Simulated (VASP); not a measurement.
# In2PtSe5 (P3m1) in VASP: density of states with PBE

Aim: the density of states of In2PtSe5 with PBE.

Everything below comes from runs of VASP 6.6.1. Logs are shortened: lines on timing, memory, paths and dates and some standing lists are left out, and cuts for length are marked.

### Step 1. The cell of the first run

It takes space group P3m1 (No. 156, trigonal). The conventional cell has a = 3.945 Å, b = 3.945 Å, c = 16.604 Å, α = 90.00°, β = 90.00°, γ = 120.00°. Within 3.4 Å of In (site symmetry 3m) lie 4 Se at 2.55 to 2.63 Å. Within 3.5 Å of In (site symmetry 3m) lie 6 Se at 2.67 to 2.85 Å. Within 3.4 Å of Pt (site symmetry 3m) lie 6 Se at 2.58 Å. Within 3.4 Å of Se (site symmetry 3m) lie 3 Pt at 2.58 Å and 3 Se at 3.31 Å. Within 3.4 Å of Se (site symmetry 3m) lie 3 Pt at 2.58 Å and 3 Se at 3.31 Å. Se (site symmetry 3m) has 3 In at 2.63 Å within 3.5 Å. Within 3.4 Å of Se (site symmetry 3m) lie 4 In at 2.55 to 2.85 Å. Within 3.5 Å of Se (site symmetry 3m) lie 3 In at 2.67 Å.

### Step 2. Density of states, PBE

The input, POSCAR:

```
In2PtSe5
1.0
    3.9449127621      0.0000000000      0.0000000000
   -1.9724563810      3.4163946677      0.0000000000
    0.0000000000      0.0000000000     16.6035437882
In Pt Se
2 1 5
Direct
    0.3333333333      0.6666666667      0.6358610366
    0.6666666667      0.3333333333      0.3790931253
    0.0000000000      0.0000000000      0.0099750807
    0.6666666667      0.3333333333      0.9375799959
    0.3333333333      0.6666666667      0.0826222192
    0.0000000000      0.0000000000      0.7156257575
    0.3333333333      0.6666666667      0.4824447574
    0.0000000000      0.0000000000      0.2947980273
```

The input, INCAR.step1:

```
PREC = Accurate ; ENCUT = 520
EDIFF = 1E-6 ; ISMEAR = 0
SIGMA = 0.02 ; LREAL = False
LASPH = True ; NELM = 100
ALGO = Normal ; ISIF = 2
LWAVE = False ; LCHARG = True
LMAXMIX = 4 ; GGA = PE
NBANDS = 43
```

The input, KPOINTS.step1:

```
Automatic mesh
0
Gamma
  12 12 2
```

The input, INCAR.step2:

```
PREC = Accurate ; ENCUT = 520
EDIFF = 1E-6 ; ISMEAR = -5
SIGMA = 0.02 ; LREAL = False
LASPH = True ; NELM = 100
ALGO = Normal ; ISIF = 2
LWAVE = False ; LCHARG = False
LMAXMIX = 4 ; GGA = PE
LORBIT = 10 ; NBANDS = 43
NEDOS = 1001 ; ICHARG = 11
```

The input, KPOINTS.step2:

```
Automatic mesh
0
Gamma
  18 18 3
```

Potentials or basis: VASP PAW PBE potentials, release 64 (In_d, Pt, Se).

Command:

```bash
cat potpaw_PBE.64/In_d/POTCAR potpaw_PBE.64/Pt/POTCAR potpaw_PBE.64/Se/POTCAR > POTCAR
cp INCAR.step1 INCAR
cp KPOINTS.step1 KPOINTS
mpirun -np 1 vasp_std > vasp.out
cp INCAR.step2 INCAR
cp KPOINTS.step2 KPOINTS
mpirun -np 1 vasp_std > vasp.out
```

OUTCAR:

```text
PREC = Accurate
   ENCUT = 520
   EDIFF = 1E-6
   ISMEAR = -5
   LREAL = False
   LASPH = True
   NELM = 100
   ISIF = 2
   GGA = PE
   LORBIT = 10
   ICHARG = 11

 ion  position               nearest neighbor table
   1  0.333  0.667  0.636-   7 2.55   6 2.63   6 2.63   6 2.63
   2  0.667  0.333  0.379-   8 2.67   8 2.67   8 2.67   7 2.85   7 2.85   7 2.85
   3  0.000  0.000  0.010-   4 2.58   4 2.58   4 2.58   5 2.58   5 2.58   5 2.58
   4  0.667  0.333  0.938-   3 2.58   3 2.58   3 2.58
   5  0.333  0.667  0.083-   3 2.58   3 2.58   3 2.58
   6  0.000  0.000  0.716-   1 2.63   1 2.63   1 2.63
   7  0.333  0.667  0.482-   1 2.55   2 2.85   2 2.85   2 2.85
   8  0.000  0.000  0.295-   2 2.67   2 2.67   2 2.67

  LATTYP: Found a hexagonal cell.
 ALAT       =     3.9449127621
 C/A-ratio  =     4.2088494194

  Lattice vectors:

 A1 = (   3.9449127621,   0.0000000000,   0.0000000000)
 A2 = (  -1.9724563810,   3.4163946677,   0.0000000000)
 A3 = (   0.0000000000,   0.0000000000,  16.6035437882)

Analysis of symmetry for initial positions (statically):
=====================================================================
 Subroutine PRICEL returns:
 Original cell was already a primitive cell.

 Routine SETGRP: Setting up the symmetry group for a
 hexagonal supercell.

 Subroutine GETGRP returns: Found  6 space group operations
 (whereof  6 operations were pure point group operations)
 out of a pool of 24 trial point group operations.

The static configuration has the point symmetry C_3v.

Analysis of symmetry for dynamics (positions and initial velocities):
=====================================================================
 Subroutine PRICEL returns:
 Original cell was already a primitive cell.

 Routine SETGRP: Setting up the symmetry group for a
 hexagonal supercell.

 Subroutine GETGRP returns: Found  6 space group operations
 (whereof  6 operations were pure point group operations)
 out of a pool of 24 trial point group operations.

The dynamic configuration has the point symmetry C_3v.

 Subroutine INISYM returns: Found  6 space group operations
 (whereof  6 operations are pure point group operations),
 and found     1 'primitive' translations

----------------------------------------------------------------------------------------

                                     Primitive cell

  volume of cell :     223.7723

  direct lattice vectors                    reciprocal lattice vectors
     3.944912762  0.000000000  0.000000000     0.253491030  0.146353115  0.000000000
    -1.972456381  3.416394668  0.000000000     0.000000000  0.292706229  0.000000000
     0.000000000  0.000000000 16.603543788     0.000000000  0.000000000  0.060228106

  length of vectors
     3.944912762  3.944912762 16.603543788     0.292706229  0.292706229  0.060228106

  position of ions in fractional coordinates (direct lattice)
     0.333333333  0.666666667  0.635861037
     0.666666667  0.333333333  0.379093125
     0.000000000  0.000000000  0.009975081
     0.666666667  0.333333333  0.937579996
     0.333333333  0.666666667  0.082622219
     0.000000000  0.000000000  0.715625757
     0.333333333  0.666666667  0.482444757
     0.000000000  0.000000000  0.294798027

  ion indices of the primitive-cell ions
   primitive index   ion index
                 1           1
                 2           2
                 3           3
                 4           4
                 5           5
                 6           6
                 7           7
                 8           8

----------------------------------------------------------------------------------------

 KPOINTS: Automatic mesh

Automatic generation of k-mesh.
 Grid dimensions read from file:
 generate k-points for:   18   18    3

 Generating k-lattice:

  Cartesian coordinates                     Fractional coordinates (reciprocal lattice)
     0.014082835  0.008130729  0.000000000     0.055555556 -0.000000000  0.000000000
     0.000000000  0.016261457  0.000000000     0.000000000  0.055555556  0.000000000
     0.000000000  0.000000000  0.020076035     0.000000000  0.000000000  0.333333333

  Length of vectors
     0.016261457  0.016261457  0.020076035

  Shift w.r.t. Gamma in fractional coordinates (k-lattice)
     0.000000000  0.000000000  0.000000000

 TETIRR: Found   1374 inequivalent tetrahedra from     5832

 Subroutine IBZKPT returns following result:
 ===========================================

 Found    101 irreducible k-points:

 Following reciprocal coordinates:
            Coordinates               Weight
  0.000000  0.000000  0.000000      1.000000
  0.055556  0.000000  0.000000      6.000000
  0.111111  0.000000  0.000000      6.000000
  0.166667  0.000000  0.000000      6.000000
  0.222222  0.000000  0.000000      6.000000
  0.277778  0.000000  0.000000      6.000000
[... 16 lines left out ...]
  0.333333  0.111111  0.000000     12.000000
  0.388889  0.111111  0.000000     12.000000
 [... further k-points ...]
   k-points           NKPTS =    101   k-points in BZ     NKDIM =    101   number of bands    NBANDS=     43
   number of dos      NEDOS =   1001   number of ions     NIONS =      8
   total plane-waves  NPLWV = 113400
   dimension x,y,z NGX =    30 NGY =   30 NGZ =  126
   dimension x,y,z NGXF=    60 NGYF=   60 NGZF=  252
   ions per type =               2   1   5
   NGX,Y,Z   is equivalent  to a cutoff of  12.64, 12.64, 12.62 a.u.
   NGXF,Y,Z  is equivalent  to a cutoff of  25.29, 25.29, 25.23 a.u.
 SYSTEM =  unknown system
   PREC   = accura    normal or accurate (medium, high low for compatibility)
   ISTART =      0    job   : 0-new  1-cont  2-samecut
   ICHARG =     11    charge: 1-file 2-atom 10-const
   ISPIN  =      1    spin polarized calculation?
   LNONCOLLINEAR =      F non collinear calculations
   LSORBIT =      F    spin-orbit coupling
   LASPH  =      T    aspherical Exc in radial PAW
   ENCUT  =  520.0 eV  38.22 Ry    6.18 a.u.   7.33  7.33 30.87*2*pi/ulx,y,z
   NELM   =    100;   NELMIN=  2; NELMDL=  0     # of ELM steps
   EDIFF  = 0.1E-05   stopping-criterion for ELM
   LREAL  =      F    real-space projection
   EDIFFG = 0.1E-04   stopping-criterion for IOM
   NSW    =      0    number of steps for IOM
   IBRION =     -1    ionic relax: 0-MD 1-quasi-New 2-CG
   NFREE  =      0    steps in history (QN), initial steepest desc. (CG)
   ISIF   =      2    stress and relaxation
   ISYM   =      2    0-nonsym 1-usesym 2-fastsym
   POTIM  = 0.5000    time-step for ionic-motion
   TEBEG  =    0.0;   TEEND  =   0.0 temperature during run
   PSTRESS=    0.0 pullay stress
   NELECT =      66.0000    total number of electrons
   NUPDOWN=      -1.0000    fix difference up-down
   EMIN   =  10.00;   EMAX   =-10.00  energy-range for DOS
   EFERMI =   0.00;   METHOD = LEGACY
   ISMEAR =    -5;   SIGMA  =   0.02  broadening in eV -4-tet -1-fermi 0-gaus
   EFERMI_NEDOS =   21; number of points for ismear=-14 and -15
   IALGO  =     38    algorithm
   IMIX   =      4    mixing-type and parameters
     AMIX     =   0.40;   BMIX     =  1.00
     AMIX_MAG =   1.60;   BMIX_MAG =  1.00
  volume/ion in A,a.u.               =      27.97       188.76
  Fermi-wavevector in a.u.,A,eV,Ry     =   1.089735  2.059300 16.157210  1.187521
  Thomas-Fermi vector in A             =   2.225944
   LORBIT       =     10    0 simple, 1 ext, 2 COOP (PROOUT), +10 PAW based schemes
   GGA     = PE    functional components
   LHFCALC =     F    Hartree Fock is set to
   AEXX    =    0.0000 exact exchange contribution
   IVDW    =     0    specifies the selected vdW correction
   LEPSILON=     F    determine dielectric tensor
   LRPA    =     F    only Hartree local field effects (RPA)
 non-spin polarized calculation
 Fermi weights with tetrahedron method with Bloechl corrections
  energy-cutoff  :      520.00
  volume of cell :      223.77
 maximum number of plane-waves:      6085
 NGX is ok and might be reduce to    30

 number of electron      65.9999991 magnetization

 Free energy of the ion-electron system (eV)
  ---------------------------------------------------
  ext. energy  EPLUGINS =         0.00000000
  ---------------------------------------------------
  free energy    TOTEN  =       -32.19939936 eV

  energy without entropy =      -32.19939936  energy(sigma->0) =      -32.19939936

 E-fermi :   3.2786     XC(G=0):  -8.9043

 val. band max:        3.2710292729   @ k =   0.1667   0.1111   0.3333
 cond. band min:       4.1203435243   @ k =   0.0000   0.0000   0.0000
 fundamental gap:      0.8493142514
 Fermi energy:         3.2786310069

 k-point     1 :       0.0000    0.0000    0.0000
  band No.  band energies     occupation
      1     -11.6745      2.00000
      2     -11.5538      2.00000
      3     -11.5538      2.00000
      4     -11.4319      2.00000
      5     -11.4318      2.00000
      6     -10.7619      2.00000
[... 35 lines left out ...]
     42       8.2535      0.00000
     43       8.3517      0.00000

 k-point     2 :       0.0556    0.0000    0.0000
  band No.  band energies     occupation
      1     -11.6756      2.00000
      2     -11.5637      2.00000
      3     -11.5516      2.00000
      4     -11.4356      2.00000
      5     -11.4318      2.00000
      6     -10.7762      2.00000
[... 35 lines left out ...]
     42       8.2994      0.00000
     43       8.5316      0.00000

 k-point     3 :       0.1111    0.0000    0.0000
  band No.  band energies     occupation
      1     -11.6821      2.00000
      2     -11.5877      2.00000
      3     -11.5453      2.00000
      4     -11.4434      2.00000
      5     -11.4316      2.00000
      6     -10.8133      2.00000
[... 35 lines left out ...]
     42       8.4171      0.00000
     43       8.8868      0.00000

 k-point     4 :       0.1667    0.0000    0.0000
  band No.  band energies     occupation
      1     -11.7041      2.00000
      2     -11.6082      2.00000
      3     -11.5360      2.00000
      4     -11.4514      2.00000
      5     -11.4308      2.00000
      6     -10.8651      2.00000
[... 863 lines left out ...]
     42       9.1970      0.00000
     43       9.7720      0.00000

 k-point    23 :       0.3333    0.1111    0.0000
  band No.  band energies     occupation
      1     -11.8599      2.00000
      2     -11.6037      2.00000
      3     -11.5078      2.00000
      4     -11.4694      2.00000
      5     -11.4181      2.00000
      6     -11.0526      2.00000
[... 35 lines left out ...]
     42       9.1340      0.00000
     43       9.7813      0.00000

 k-point    24 :       0.3889    0.1111    0.0000
  band No.  band energies     occupation
      1     -11.8769      2.00000
      2     -11.6012      2.00000
      3     -11.5063      2.00000
      4     -11.4709      2.00000
      5     -11.4147      2.00000
      6     -11.0728      2.00000
[... 35 lines left out ...]
     42       9.0703      0.00000
     43       9.6347      0.00000

 [... further k-points ...]
[... 5 lines left out ...]
  --------------------------------------------------------------------------------------
  -------------------------------------------------------------------------------------
  Total        0.0156584      0.0156584      0.0554287      0.0000000      0.0000000     -0.0000000
  in kB        0.1121123      0.1121123      0.3968614      0.0000000      0.0000000     -0.0000000
  external PRESSURE =       0.2070286 kB  Pullay stress =       0.0000000 kB

 VOLUME and BASIS-vectors are now :
 -----------------------------------------------------------------------------
  energy-cutoff  :      520.00
  volume of cell :      223.77
      direct lattice vectors                 reciprocal lattice vectors
     3.944912762  0.000000000  0.000000000     0.253491030  0.146353115  0.000000000
    -1.972456381  3.416394668  0.000000000     0.000000000  0.292706229  0.000000000
     0.000000000  0.000000000 16.603543788     0.000000000  0.000000000  0.060228106

 POSITION                                       TOTAL-FORCE (eV/Angst)
 -----------------------------------------------------------------------------------
     -0.00000      2.27760     10.55755         0.000000      0.000000     -0.000008
      1.97246      1.13880      6.29429        -0.000000     -0.000000     -0.001038
      0.00000      0.00000      0.16562        -0.000000      0.000000     -0.001287
      1.97246      1.13880     15.56715        -0.000000      0.000000      0.003013
     -0.00000      2.27760      1.37182        -0.000000     -0.000000     -0.001170
      0.00000      0.00000     11.88192        -0.000000     -0.000000      0.012504
     -0.00000      2.27760      8.01029        -0.000000      0.000000     -0.003108
      0.00000      0.00000      4.89469        -0.000000     -0.000000     -0.008907
 -----------------------------------------------------------------------------------
    total drift:                                0.000216     -0.000125     -0.000471

  FREE ENERGIE OF THE ION-ELECTRON SYSTEM (eV)
  ---------------------------------------------------
  free  energy   TOTEN  =       -32.1993993591 eV

  energy  without entropy=      -32.1993993591  energy(sigma->0) =      -32.19939936

 total charge

# of ion       s       p       d       tot
------------------------------------------
    1        0.821   0.670   9.911  11.402
    2        0.770   0.614   9.929  11.312
    3        0.640   0.607   7.956   9.202
    4        1.479   2.207   0.050   3.736
    5        1.484   2.190   0.050   3.724
    6        1.476   2.332   0.024   3.832
    7        1.467   2.360   0.021   3.848
    8        1.475   2.332   0.021   3.828
--------------------------------------------------
tot          9.612  13.311  27.961  50.884
```

Wall time 11 min (1 thread of Intel Xeon 6975P-C (Granite Rapids), shared host); peak memory 0.93 GiB.

What came out:

* Valence electrons inside the program's atomic spheres: In 11.40, 11.31; Pt 9.20; Se 3.74, 3.72, 3.83, 3.85

Levels at points of the mesh, in eV from the valence-band top:
| k point | band 29 | band 30 | band 31 | band 32 | band 33 | band 34 | band 35 | band 36 | band 37 | band 38 |
| --- | --- | --- | --- | --- | --- | --- | --- | --- | --- | --- |
| (0.00, 0.00, 0.00) | -0.45 | -0.45 | -0.42 | -0.13 | -0.13 | 0.85 | 2.20 | 2.33 | 2.33 | 3.57 |
| (0.50, 0.00, 0.00) | -2.07 | -1.83 | -1.29 | -1.15 | -0.37 | 1.30 | 1.45 | 1.92 | 2.24 | 2.64 |

Caveat: spin-orbit coupling is left out, which moves the levels of the heavy elements; this functional lacks dispersion, which binds the layers, so the pressure and a relaxed spacing across them are unreliable.
